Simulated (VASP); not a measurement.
# Si8O17 (a cell with a defect) in VASP: notebook, part 2 of 2

VASP 6.6.1. Earlier steps stand in the parts before.

## Step 4: Single point, PBE+D3(BJ), collinear spin

File INCAR:

```
SYSTEM = Si8O17
PREC = Accurate
ENCUT = 520
EDIFF = 1E-6
ISMEAR = -1
SIGMA = 0.02
LREAL = Auto
LASPH = .True.
NELM = 150
ALGO = Normal
ISIF = 2
LWAVE = .False.
LCHARG = .False.
ISPIN = 2
MAGMOM = 0 0 0 0 0 0 0 0 0 0 0 0 0 0 0.06 0 0 0 0.1 0 0 0.06 0 0 1.56
LORBIT = 11
GGA = PE
IVDW = 12
NBANDS = 89
```

File KPOINTS:

```
Automatic mesh
0
Gamma
  1 1 1
  0 0 0
```

File POSCAR:

```
Si8O17
1.0
   -4.9028000000     -4.9028000000      0.0000000000
    4.9028000000     -4.9028000000      0.0000000000
    0.0000000000      0.0000000000      6.7782000000
Si O
8 17
Direct
    0.2112568328      0.5051297218      0.0070225134
   -0.0095047728      0.2003752957      0.2265055619
    0.8178285877      0.4976849963      0.5000147532
    0.0234049931      0.7935771396      0.7572954472
    0.6933792935     -0.0240066901      0.0038505798
    0.4840601289      0.7013645264      0.2801628751
    0.2927918740      0.0067308477      0.4919005046
    0.5088928775      0.3014603900      0.7503024402
    0.3769988578      0.5160010606      0.1781151338
    0.8845557641      0.2936077344      0.4207311676
    0.6543097822      0.4669678551      0.6773184621
    0.1728706046      0.7260239047      0.9230179104
    0.9830403035      0.6287325610      0.6073736390
    0.6993044791      0.6375642490      0.3578973769
    0.0285041201      0.3698192869      0.0661089965
    0.2991045933      0.3921534633      0.8091233661
    0.8630782410      0.0140735906      0.1699566257
    0.3536346577      0.7863465775      0.4521259331
    0.1094782573      0.9786142612      0.6415862618
    0.6325976993      0.1942155503      0.9344958839
    0.4501815289      0.1410316554      0.5856274527
    0.1974280003      0.1138227136      0.3096249742
    0.5266684344      0.8499530880      0.1040394205
    0.8041017378      0.8679836012      0.8223127084
    0.2201701069      0.0429652444     -0.0775427105
```

On the command line:

```sh
$ cat potpaw_PBE.64/Si/POTCAR potpaw_PBE.64/O/POTCAR > POTCAR
$ mpirun -np 1 vasp_gam > vasp.out
```

Run time: 1.7 min. Hardware: 1 thread of AMD EPYC 7R43 (Zen 3), shared host; peak memory 0.4 GiB.

It converged, with:

- Free energy: -192.6058 eV
- Pressure: 3.9 GPa
- Largest force: 3.555 eV/Å
- Band gap on the k mesh: 1.49 eV
- Net moment: 2.00 μB per cell
- Site moments: Si +0.00, -0.00; O -0.00, +0.00, +0.06, +0.01, +0.05, +0.17, +0.03, +1.35 μB
- Valence electrons inside the program's atomic spheres: Si 1.60, 1.61, 1.65, 1.69, 1.63, 1.66, 1.71; O 5.22, 5.25, 5.23, 5.29, 5.20, 5.26, 5.19, 5.28, 5.27, 5.21, 4.67
- Dispersion energy per atom: -0.133 eV

Forces in eV/Å, atoms in the order of the input:
```
Si  -1.510 -0.365 -1.495
Si  -1.564  0.260  0.973
Si   1.773  0.112  2.651
Si   3.523 -0.127  0.458
Si  -0.357 -1.876 -0.529
Si  -2.525 -0.248 -0.843
Si   1.465  1.058  0.752
Si  -1.026  0.440  1.295
O    0.553  0.388  0.187
O   -0.256 -0.215 -0.550
O   -0.476  0.151 -0.420
O   -1.112  1.320  1.553
O   -1.882  1.883 -2.114
O    0.788  0.191 -1.463
O    0.730 -0.471  0.212
O    0.146 -0.487  1.044
O    0.466  0.144 -0.190
O   -0.244 -0.208  0.123
O    0.239 -0.314 -0.300
O    0.856  0.902 -0.749
O   -0.925 -1.611  0.037
O    0.899 -0.206 -1.596
O    0.645 -0.133 -0.287
O   -0.546  0.197  0.505
O    0.337 -0.785  0.744
```

Stress tensor (GPa, compression positive):
```
 2.25 -1.56  0.98
-1.56  3.74 -0.31
 0.98 -0.31  5.82
```

Levels at points of the mesh, in eV from the valence-band top:
Spin up:
| k point | band 65 | band 66 | band 67 | band 68 | band 69 | band 70 | band 71 | band 72 |
| --- | --- | --- | --- | --- | --- | --- | --- | --- |
| (0.00, 0.00, 0.00) | -1.30 | -1.15 | -0.85 | -0.67 | 4.36 | 6.65 | 7.24 | 7.31 |
Spin down:
```tsv
k point	band 63	band 64	band 65	band 66	band 67	band 68	band 69	band 70
(0.00, 0.00, 0.00)	-1.39	-1.30	-1.12	0.00	1.49	1.84	4.38	6.67
```

Caveat: the k points lie up to 0.93 Å⁻¹ apart.

## Step 5: Single point, PBE+D3(BJ), collinear spin

File INCAR:

```
SYSTEM = Si8O17
PREC     = Accurate       ! precision mode
ENCUT    = 520            ! plane-wave cutoff, eV
EDIFF    = 1E-7           ! SCF threshold, eV
ISMEAR   = -1             ! smearing method
SIGMA    = 0.02           ! smearing width, eV
LREAL    = Auto         
LASPH    = .True.         ! aspherical terms in the spheres
NELM     = 150            ! most SCF steps
ALGO     = Normal         ! electronic algorithm
ISIF     = 2              ! what is computed and relaxed
LWAVE    = .False.        ! write WAVECAR
LCHARG   = .False.        ! write CHGCAR
ISPIN    = 2              ! spin polarisation
MAGMOM   = 0 0 0 0 0 0 0 0 0 0 0 0 0 0 0.06 0 0 0 0.1 0 0 0.06 0 0 1.56 ! initial moments
LORBIT   = 11             ! projections on sites
GGA      = PE             ! functional
IVDW     = 12             ! dispersion correction
NBANDS   = 89             ! bands
```

KPOINTS is that of step 4.

File POSCAR:

```
Si8O17
1.0
   -4.9028000000     -4.9028000000      0.0000000000
    4.9028000000     -4.9028000000      0.0000000000
    0.0000000000      0.0000000000      6.7782000000
Si O
8 17
Direct
    0.1891878110      0.5013155748      0.0014015520
    0.0003569389      0.2005282696      0.2565282818
    0.7850513992      0.4904646325      0.5061815821
    0.0145937016      0.7921901770      0.7338526452
    0.7246471404     -0.0042832667     -0.0093092561
    0.4911479155      0.6919515379      0.2492697176
    0.3074161704      0.0016929102      0.4928152017
    0.5022436159      0.2851227870      0.7748959901
    0.3538896141      0.5266072448      0.1547756041
    0.8916843436      0.2866219303      0.4549732967
    0.6260096272      0.4723015420      0.6789708182
    0.1288651383      0.7062290936      0.9142692750
    0.9561067145      0.6540140328      0.5555604733
    0.6836501591      0.5831157706      0.3223274616
    0.0023354002      0.3886656604      0.0992003777
    0.2876519540      0.3791506894      0.8193915789
    0.8821693726      0.0141347801      0.1755333274
    0.3730725300      0.7878151261      0.4302469682
    0.1523721139      0.9703740720      0.6670502493
    0.6459574121      0.2159174349      0.9535422384
    0.4836623970      0.1311291507      0.5958661592
    0.2028840662      0.1333727666      0.3363282287
    0.5427510810      0.8324426858      0.0738691688
    0.8213877784      0.9061964592      0.8071611932
    0.2347740067      0.0727849392     -0.0370009737
```

Potentials or basis: VASP PAW PBE potentials, release 64 (Si, O).

On the command line:

```sh
$ cat potpaw_PBE.64/Si/POTCAR potpaw_PBE.64/O/POTCAR > POTCAR
$ mpirun -np 1 vasp_gam > vasp.out
```

OUTCAR:

```text
SYSTEM = Si8O17
   PREC = Accurate
   ENCUT = 520
   EDIFF = 1E-7
   ISMEAR = -1
   LREAL = Auto
   LASPH = .True.
   NELM = 150
   ISIF = 2
   ISPIN = 2
   LORBIT = 11
   GGA = PE
   IVDW = 12
 IVDW          = 12

 ion  position               nearest neighbor table
   1  0.189  0.501  0.001-   9 1.55  12 1.59  16 1.64  15 1.65   4 2.97   6 2.99   2 3.01   8 3.05

   2  0.000  0.201  0.257-  22 1.58  17 1.63  10 1.65  15 1.68   5 2.99   7 3.00   1 3.01   3 3.02

   3  0.785  0.490  0.506-  14 1.57  11 1.61  10 1.63  13 1.67   2 3.02   6 3.02   8 3.03   4 3.05

   4  0.015  0.792  0.734-  12 1.57  13 1.59  19 1.63  24 1.63   1 2.97   7 2.98   5 3.01   3 3.05

   5  0.725  0.996  0.991-  24 1.54  20 1.64  17 1.67  23 1.79   8 2.92   2 2.99   4 3.01
   6  0.491  0.692  0.249-  23 1.58  14 1.61  18 1.62   9 1.62   1 2.99   7 2.99   3 3.02
   7  0.307  0.002  0.493-  22 1.58  18 1.61  19 1.61  21 1.67   4 2.98   6 2.99   2 3.00   8 3.06

   8  0.502  0.285  0.775-  21 1.62  20 1.64  16 1.65  11 1.69   5 2.92   3 3.03   1 3.05   7 3.06

   9  0.354  0.527  0.155-   1 1.55   6 1.62
  10  0.892  0.287  0.455-   3 1.63   2 1.65
  11  0.626  0.472  0.679-   3 1.61   8 1.69
[... 426 lines left out ...]
 VOLUME and BASIS-vectors are now :
 -----------------------------------------------------------------------------
  energy-cutoff  :      520.00
  volume of cell :      325.86
      direct lattice vectors                 reciprocal lattice vectors
    -4.902800000 -4.902800000  0.000000000    -0.101982541 -0.101982541  0.000000000
     4.902800000 -4.902800000  0.000000000     0.101982541 -0.101982541  0.000000000
     0.000000000  0.000000000  6.778200000     0.000000000  0.000000000  0.147531793

 POSITION                                       TOTAL-FORCE (eV/Angst)
 -----------------------------------------------------------------------------------
      1.53030     -3.38540      0.00950        -0.294370      2.095642     -0.647113
      0.98140     -0.98490      1.73880         2.568173      0.279186     -0.610031
     -1.44430     -6.25360      3.43100        -1.115628     -0.898194      0.881513
      3.81240     -3.95550      4.97420         1.923690     -0.558484     -0.746559
      1.32900     -8.43460      6.71510         0.941439      1.883784      3.969235
      0.98450     -5.80050      1.68960        -1.146113      0.621883     -0.159595
[... 17 lines left out ...]
      0.41580     -8.47000      5.47110        -1.161270      0.535395     -1.701848
     -0.79420     -1.50790      6.52740        -0.111091     -0.434521      0.078181
 -----------------------------------------------------------------------------------
    total drift:                               -0.001625      0.023549     -0.016265

  FREE ENERGIE OF THE ION-ELECTRON SYSTEM (eV)
  ---------------------------------------------------
  free  energy   TOTEN  =      -192.6186949719 eV

  energy  without entropy=     -192.6186949719  energy(sigma->0) =     -192.61869497

 total charge

# of ion       s       p       d       tot
------------------------------------------
    1        0.660   1.032   0.000   1.692
    2        0.645   0.977   0.000   1.621
    3        0.652   1.004   0.000   1.656
    4        0.659   1.033   0.000   1.692
    5        0.642   0.955   0.000   1.598
    6        0.655   1.028   0.000   1.683
[... 17 lines left out ...]
   24        1.555   3.736   0.000   5.290
   25        1.624   3.018   0.000   4.642
--------------------------------------------------
tot         31.698  69.911   0.000 101.609

 magnetization (x)

# of ion       s       p       d       tot
------------------------------------------
    1        0.000  -0.000   0.000  -0.000
    2       -0.000  -0.001   0.000  -0.001
    3       -0.000   0.001   0.000   0.001
    4       -0.000  -0.000   0.000  -0.001
    5       -0.000  -0.000   0.000  -0.000
    6       -0.000   0.000   0.000   0.000
[... 17 lines left out ...]
   24       -0.000  -0.000   0.000  -0.000
   25        0.017   1.355   0.000   1.372
--------------------------------------------------
tot          0.029   1.634   0.000   1.663
```

It took 2.1 min on 1 thread of AMD EPYC 7R43 (Zen 3), shared host; peak memory 0.4 GiB.

What came out:

* Free energy: -192.6187 eV
* Pressure: 3.9 GPa
* Largest force: 4.493 eV/Å
* Band gap on the k mesh: 1.37 eV
* Net moment: 2.00 μB per cell
* Site moments: Si -0.00, +0.00; O -0.00, +0.00, +0.02, +0.10, +0.11, +0.04, +0.01, +1.37 μB
* Valence electrons inside the program's atomic spheres: Si 1.69, 1.62, 1.66, 1.60, 1.68, 1.67, 1.58; O 5.30, 5.21, 5.29, 5.22, 5.18, 5.20, 5.24, 4.64
* Dispersion energy per atom: -0.133 eV

Forces on the atoms (eV/Å):
```
Si  -0.294  2.096 -0.647
Si   2.568  0.279 -0.610
Si  -1.116 -0.898  0.882
Si   1.924 -0.558 -0.747
Si   0.941  1.884  3.969
Si  -1.146  0.622 -0.160
Si  -0.511 -1.466  2.174
Si   0.875 -1.379 -0.930
O   -0.782 -0.975  1.929
O    0.379  0.123 -0.198
O   -0.382  0.765  0.816
O   -0.336  0.440  0.929
O   -0.575  0.890  0.214
O    1.082  0.166 -1.463
O   -1.167 -0.232  0.172
O   -0.531  0.228 -0.018
O    0.731  0.540 -0.578
O    0.110 -0.502 -0.176
O    0.250  0.444 -0.275
O   -0.027  1.265 -0.172
O   -0.341  1.158 -0.631
O   -1.030 -1.094 -1.085
O    0.649 -3.897 -1.773
O   -1.161  0.535 -1.702
O   -0.111 -0.435  0.078
```

Caveat: the k points lie up to 0.93 Å⁻¹ apart.
